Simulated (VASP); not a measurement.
# SnTe (Fm-3m) in VASP: a series of runs

Runs on SnTe. Level: RPBE. Tasks: single point.

Everything below comes from runs of VASP 6.6.1. Logs are shortened: lines on timing, memory, paths and dates and some standing lists are left out, and cuts for length are marked.

### 1 The cell of the first run

Symmetry: Fm-3m, No. 225, cubic system. Conventional cell: a = 6.302 Å, b = 6.302 Å, c = 6.302 Å, α = 90.00°, β = 90.00°, γ = 90.00°. Within 4.1 Å of Sn (site symmetry m-3m) lie 6 Te at 3.15 Å. Within 4.1 Å of Te (site symmetry m-3m) lie 6 Sn at 3.15 Å.

### 2 Single point, RPBE

INCAR reads:

```
  ALGO = Normal
  EDIFF = 1E-6
  ENCUT = 500
  GGA = RP
  GGA_COMPAT = F
  ISIF = 2
  ISMEAR = 0
  LASPH = T
  LCHARG = T
  LELF = T
  LREAL = F
  LVHAR = T
  LWAVE = F
  NBANDS = 17
  NELM = 120
  PREC = Accurate
  SIGMA = 0.01
```

KPOINTS reads:

```
k-points
0
Gamma
  4 4 4
```

POSCAR reads:

```
SnTe
1.0
    0.0000000000      3.1508500000      3.1508500000
    3.1508500000      0.0000000000      3.1508500000
    3.1508500000      3.1508500000      0.0000000000
Sn Te
1 1
Direct
    0.0000000000      0.0000000000      0.0000000000
    0.5000000000      0.5000000000      0.5000000000
```

Potentials or basis: VASP PAW PBE potentials, release 64 (Sn_d, Te).

Command:

```bash
> cat potpaw_PBE.64/Sn_d/POTCAR potpaw_PBE.64/Te/POTCAR > POTCAR
> mpirun -np 1 vasp_std > vasp.out
```

OUTCAR:

```text
EDIFF = 1E-6
   ENCUT = 500
   GGA = RP
   ISIF = 2
   ISMEAR = 0
   LASPH = T
   LREAL = F
   NELM = 120
   PREC = Accurate

 ion  position               nearest neighbor table
   1  0.000  0.000  0.000-   2 3.15   2 3.15   2 3.15   2 3.15   2 3.15   2 3.15
   2  0.500  0.500  0.500-   1 3.15   1 3.15   1 3.15   1 3.15   1 3.15   1 3.15

  LATTYP: Found a face centered cubic cell.
 ALAT       =     6.3017000000

  Lattice vectors:

 A1 = (   0.0000000000,   3.1508500000,   3.1508500000)
 A2 = (   3.1508500000,   0.0000000000,   3.1508500000)
 A3 = (   3.1508500000,   3.1508500000,   0.0000000000)

Analysis of symmetry for initial positions (statically):
=====================================================================
 Subroutine PRICEL returns:
 Original cell was already a primitive cell.

 Routine SETGRP: Setting up the symmetry group for a
 face centered cubic supercell.

 Subroutine GETGRP returns: Found 48 space group operations
 (whereof 48 operations were pure point group operations)
 out of a pool of 48 trial point group operations.

The static configuration has the point symmetry O_h .

Analysis of symmetry for dynamics (positions and initial velocities):
=====================================================================
 Subroutine PRICEL returns:
 Original cell was already a primitive cell.

 Routine SETGRP: Setting up the symmetry group for a
 face centered cubic supercell.

 Subroutine GETGRP returns: Found 48 space group operations
 (whereof 48 operations were pure point group operations)
 out of a pool of 48 trial point group operations.

The dynamic configuration has the point symmetry O_h .

 Subroutine INISYM returns: Found 48 space group operations
 (whereof 48 operations are pure point group operations),
 and found     1 'primitive' translations

----------------------------------------------------------------------------------------

                                     Primitive cell

  volume of cell :      62.5624

  direct lattice vectors                    reciprocal lattice vectors
     0.000000000  3.150850000  3.150850000    -0.158687338  0.158687338  0.158687338
     3.150850000  0.000000000  3.150850000     0.158687338 -0.158687338  0.158687338
     3.150850000  3.150850000  0.000000000     0.158687338  0.158687338 -0.158687338

  length of vectors
     4.455974803  4.455974803  4.455974803     0.274854533  0.274854533  0.274854533

  position of ions in fractional coordinates (direct lattice)
     0.000000000  0.000000000  0.000000000
     0.500000000  0.500000000  0.500000000

  ion indices of the primitive-cell ions
   primitive index   ion index
                 1           1
                 2           2

----------------------------------------------------------------------------------------

 KPOINTS: k-points

Automatic generation of k-mesh.
 Grid dimensions read from file:
 generate k-points for:    4    4    4

 Generating k-lattice:

  Cartesian coordinates                     Fractional coordinates (reciprocal lattice)
    -0.039671835  0.039671835  0.039671835     0.250000000  0.000000000  0.000000000
     0.039671835 -0.039671835  0.039671835     0.000000000  0.250000000  0.000000000
     0.039671835  0.039671835 -0.039671835     0.000000000  0.000000000  0.250000000

  Length of vectors
     0.068713633  0.068713633  0.068713633

  Shift w.r.t. Gamma in fractional coordinates (k-lattice)
     0.000000000  0.000000000  0.000000000

 Subroutine IBZKPT returns following result:
 ===========================================

 Found      8 irreducible k-points:

 Following reciprocal coordinates:
            Coordinates               Weight
  0.000000  0.000000  0.000000      1.000000
  0.250000  0.000000  0.000000      8.000000
  0.500000  0.000000  0.000000      4.000000
  0.250000  0.250000  0.000000      6.000000
  0.500000  0.250000  0.000000     24.000000
 -0.250000  0.250000  0.000000     12.000000
  0.500000  0.500000  0.000000      3.000000
 -0.250000  0.500000  0.250000      6.000000
   k-points           NKPTS =      8   k-points in BZ     NKDIM =      8   number of bands    NBANDS=     17
   number of dos      NEDOS =    301   number of ions     NIONS =      2
   total plane-waves  NPLWV =  32768
   dimension x,y,z NGX =    32 NGY =   32 NGZ =   32
   dimension x,y,z NGXF=    64 NGYF=   64 NGZF=   64
   ions per type =               1   1
   NGX,Y,Z   is equivalent  to a cutoff of  11.94, 11.94, 11.94 a.u.
   NGXF,Y,Z  is equivalent  to a cutoff of  23.88, 23.88, 23.88 a.u.
 SYSTEM =  unknown system
   PREC   = accura    normal or accurate (medium, high low for compatibility)
   ISTART =      0    job   : 0-new  1-cont  2-samecut
   ICHARG =      2    charge: 1-file 2-atom 10-const
   ISPIN  =      1    spin polarized calculation?
   LNONCOLLINEAR =      F non collinear calculations
   LSORBIT =      F    spin-orbit coupling
   LASPH  =      T    aspherical Exc in radial PAW
   ENCUT  =  500.0 eV  36.75 Ry    6.06 a.u.   8.12  8.12  8.12*2*pi/ulx,y,z
   NELM   =    120;   NELMIN=  2; NELMDL= -5     # of ELM steps
   EDIFF  = 0.1E-05   stopping-criterion for ELM
   LREAL  =      F    real-space projection
   EDIFFG = 0.1E-04   stopping-criterion for IOM
   NSW    =      0    number of steps for IOM
   IBRION =     -1    ionic relax: 0-MD 1-quasi-New 2-CG
   NFREE  =      0    steps in history (QN), initial steepest desc. (CG)
   ISIF   =      2    stress and relaxation
   ISYM   =      2    0-nonsym 1-usesym 2-fastsym
   POTIM  = 0.5000    time-step for ionic-motion
   TEBEG  =    0.0;   TEEND  =   0.0 temperature during run
   PSTRESS=    0.0 pullay stress
   NELECT =      20.0000    total number of electrons
   NUPDOWN=      -1.0000    fix difference up-down
   EMIN   =  10.00;   EMAX   =-10.00  energy-range for DOS
   EFERMI =   0.00;   METHOD = LEGACY
   ISMEAR =     0;   SIGMA  =   0.01  broadening in eV -4-tet -1-fermi 0-gaus
   EFERMI_NEDOS =   21; number of points for ismear=-14 and -15
   IALGO  =     38    algorithm
   IMIX   =      4    mixing-type and parameters
     AMIX     =   0.40;   BMIX     =  1.00
     AMIX_MAG =   1.60;   BMIX_MAG =  1.00
  volume/ion in A,a.u.               =      31.28       211.10
  Fermi-wavevector in a.u.,A,eV,Ry     =   1.119387  2.115336 17.048485  1.253028
  Thomas-Fermi vector in A             =   2.256026
   LORBIT       =      0    0 simple, 1 ext, 2 COOP (PROOUT), +10 PAW based schemes
   GGA     = RP    functional components
   LHFCALC =     F    Hartree Fock is set to
   AEXX    =    0.0000 exact exchange contribution
   IVDW    =     0    specifies the selected vdW correction
   LEPSILON=     F    determine dielectric tensor
   LRPA    =     F    only Hartree local field effects (RPA)
 non-spin polarized calculation
 Gauss-broadening in eV      SIGMA  =   0.01
  energy-cutoff  :      500.00
  volume of cell :       62.56
 maximum number of plane-waves:      1639
   NGX = 17   NGY = 17   NGZ = 17

 number of electron      20.0000011 magnetization

 Free energy of the ion-electron system (eV)
  ---------------------------------------------------
  ext. energy  EPLUGINS =         0.00000000
  ---------------------------------------------------
  free energy    TOTEN  =        -6.81137398 eV

  energy without entropy =       -6.81137398  energy(sigma->0) =       -6.81137398

 E-fermi :   7.1350     XC(G=0):  -9.4204

 val. band max:        7.0959918266   @ k =   0.5000   0.0000   0.0000
 cond. band min:       7.1739491739   @ k =   0.5000   0.0000   0.0000
 fundamental gap:      0.0779573473
 Fermi energy:         7.1349946209

 k-point     1 :       0.0000    0.0000    0.0000
  band No.  band energies     occupation
      1     -14.9654      2.00000
      2     -14.9654      2.00000
      3     -14.9603      2.00000
      4     -14.9603      2.00000
      5     -14.9603      2.00000
      6      -5.7553      2.00000
      7       2.4173      2.00000
      8       4.8847      2.00000
      9       4.8847      2.00000
     10       4.8847      2.00000
     11      10.4258      0.00000
     12      10.4258      0.00000
     13      10.4258      0.00000
     14      11.7972      0.00000
     15      11.7972      0.00000
     16      11.7972      0.00000
     17      13.8676      0.00000

 k-point     2 :       0.2500    0.0000    0.0000
  band No.  band energies     occupation
      1     -14.9678      2.00000
      2     -14.9678      2.00000
      3     -14.9595      2.00000
      4     -14.9570      2.00000
      5     -14.9570      2.00000
      6      -5.2551      2.00000
      7       0.4014      2.00000
      8       4.9893      2.00000
      9       4.9893      2.00000
     10       6.1118      2.00000
     11       8.6335      0.00000
     12       8.6335      0.00000
     13       8.7185      0.00000
     14      12.1992      0.00000
     15      13.0058      0.00000
     16      13.0058      0.00000
     17      16.8302      0.00000

 k-point     3 :       0.5000    0.0000    0.0000
  band No.  band energies     occupation
      1     -14.9706      2.00000
      2     -14.9706      2.00000
      3     -14.9587      2.00000
      4     -14.9534      2.00000
      5     -14.9534      2.00000
      6      -4.4807      2.00000
      7      -1.2649      2.00000
      8       5.2142      2.00000
      9       5.2142      2.00000
     10       7.0960      2.00000
     11       7.1739      0.00000
     12       7.4332      0.00000
     13       7.4332      0.00000
     14      14.8607      0.00000
     15      15.8478      0.00000
     16      15.8758      0.00000
     17      15.8758      0.00000

 k-point     4 :       0.2500    0.2500    0.0000
  band No.  band energies     occupation
      1     -14.9732      2.00000
      2     -14.9631      2.00000
      3     -14.9622      2.00000
      4     -14.9552      2.00000
      5     -14.9552      2.00000
      6      -5.0978      2.00000
      7       0.7263      2.00000
      8       3.9773      2.00000
      9       3.9773      2.00000
     10       5.0177      2.00000
     11       9.1011      0.00000
     12      10.0623      0.00000
     13      10.9436      0.00000
     14      10.9436      0.00000
     15      14.5748      0.00000
     16      14.6380      0.00000
     17      14.6380      0.00000

 k-point     5 :       0.5000    0.2500    0.0000
  band No.  band energies     occupation
      1     -14.9760      2.00000
      2     -14.9654      2.00000
      3     -14.9600      2.00000
      4     -14.9534      2.00000
      5     -14.9519      2.00000
      6      -4.3522      2.00000
      7      -0.5456      2.00000
      8       2.9153      2.00000
      9       3.9649      2.00000
     10       4.5931      2.00000
     11       9.6970      0.00000
     12       9.7132      0.00000
     13      11.1543      0.00000
     14      11.3116      0.00000
     15      15.6266      0.00000
     16      16.1980      0.00000
     17      17.1186      0.00000

 k-point     6 :      -0.2500    0.2500    0.0000
  band No.  band energies     occupation
      1     -14.9708      2.00000
      2     -14.9690      2.00000
      3     -14.9573      2.00000
      4     -14.9551      2.00000
      5     -14.9548      2.00000
      6      -4.5957      2.00000
      7      -0.5005      2.00000
      8       2.9440      2.00000
      9       5.0201      2.00000
     10       6.0567      2.00000
     11       7.9843      0.00000
     12       8.2456      0.00000
     13      11.1972      0.00000
     14      13.0365      0.00000
     15      13.4238      0.00000
     16      14.9705      0.00000
     17      15.9501      0.00000

 k-point     7 :       0.5000    0.5000    0.0000
  band No.  band energies     occupation
      1     -14.9824      2.00000
      2     -14.9640      2.00000
      3     -14.9608      2.00000
      4     -14.9497      2.00000
      5     -14.9497      2.00000
      6      -4.1790      2.00000
      7       0.6187      2.00000
      8       1.4693      2.00000
      9       3.2932      2.00000
     10       3.2932      2.00000
     11       9.2422      0.00000
     12      11.9991      0.00000
     13      11.9991      0.00000
     14      13.4645      0.00000
     15      15.9958      0.00000
     16      17.6629      0.00000
     17      18.1425      0.00000

 k-point     8 :      -0.2500    0.5000    0.2500
  band No.  band energies     occupation
      1     -14.9770      2.00000
      2     -14.9655      2.00000
      3     -14.9570      2.00000
      4     -14.9570      2.00000
      5     -14.9497      2.00000
      6      -4.0911      2.00000
      7      -0.2920      2.00000
      8       2.2150      2.00000
      9       2.2150      2.00000
     10       6.2135      2.00000
     11       7.9205      0.00000
     12      11.6756      0.00000
     13      11.6756      0.00000
     14      13.1441      0.00000
     15      13.1441      0.00000
     16      17.4046      0.00000
     17      17.9351      0.00000

------------------------ aborting loop because EDIFF is reached ----------------------------------------

  FORCE on cell =-STRESS in cart. coord.  units (eV):
  Direction    XX          YY          ZZ          XY          YZ          ZX
  --------------------------------------------------------------------------------------
  -------------------------------------------------------------------------------------
  Total        1.1394866      1.1394866      1.1394866     -0.0000000      0.0000000     -0.0000000
  in kB       29.1814328     29.1814328     29.1814328     -0.0000000      0.0000000     -0.0000000
  external PRESSURE =      29.1814328 kB  Pullay stress =       0.0000000 kB

 VOLUME and BASIS-vectors are now :
 -----------------------------------------------------------------------------
  energy-cutoff  :      500.00
  volume of cell :       62.56
      direct lattice vectors                 reciprocal lattice vectors
     0.000000000  3.150850000  3.150850000    -0.158687338  0.158687338  0.158687338
     3.150850000  0.000000000  3.150850000     0.158687338 -0.158687338  0.158687338
     3.150850000  3.150850000  0.000000000     0.158687338  0.158687338 -0.158687338

 POSITION                                       TOTAL-FORCE (eV/Angst)
 -----------------------------------------------------------------------------------
      0.00000      0.00000      0.00000        -0.000000     -0.000000      0.000000
      3.15085      3.15085      3.15085         0.000000      0.000000     -0.000000
 -----------------------------------------------------------------------------------
    total drift:                                0.000000     -0.000000     -0.000000

  FREE ENERGIE OF THE ION-ELECTRON SYSTEM (eV)
  ---------------------------------------------------
  free  energy   TOTEN  =        -6.8113739849 eV

  energy  without entropy=       -6.8113739847  energy(sigma->0) =       -6.81137398
```

Run time: 6.4 s. Hardware: 1 thread of Intel Xeon Platinum 8375C at 2.90GHz (Ice Lake), shared host; peak memory 0.18 GiB.

Results:

```
Free energy            : -6.8114 eV
Pressure               : 2.9 GPa
Band gap on the k mesh : 0.08 eV, direct
```

Caveat: the k points lie up to 0.43 Å⁻¹ apart; the PAW data sets were made with another functional, which shifts forces and pressure a little; spin-orbit coupling is left out, which moves the levels of the heavy elements. A k mesh can miss the band edges.

(Part 1 of 2 ends here.)
